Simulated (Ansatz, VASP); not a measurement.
**ScNb: VASP beside Ansatz**

```xyz
2
Lattice="2.9911 0.0000 0.0000 -1.4955 2.5903 0.0000 0.0000 0.0000 5.1010" Properties=species:S:1:pos:R:3 pbc="T T T"
Sc    0.0000    0.0000    0.1006
Nb    0.0000    1.7269    2.4499
```

Alike in both runs: task single point; functional PBE; k mesh 15 × 15 × 8; occupations gaussian, width 0.1 eV; no spin polarisation.

```csv
,VASP,Ansatz
version,VASP 6.6.1,Ansatz 0.2.0
potentials or method,"VASP PAW PBE potentials, release 64 (Sc_sv, Nb_sv), cutoff 520 eV","scalar-relativistic, plane waves, PAW"
valence electrons in the cell,24,24
```

```csv
,VASP,Ansatz,Ansatz less VASP
gap on the k mesh at the Fermi level (eV),none,none,-
pressure (GPa),6.0,6.1,+0.02
"traceless stress, the component that is largest in VASP (GPa)",-2.30,-2.35,-0.056
rms of the force components (eV/Å),0.557,0.553,-0.0033
```

Atom by atom the forces differ by 0.003 eV/Å (rms over components). A gap of «none» marks a metal or a gap that the smearing closes. The functional is the same, so the differences come from potentials, cutoffs and numerics.
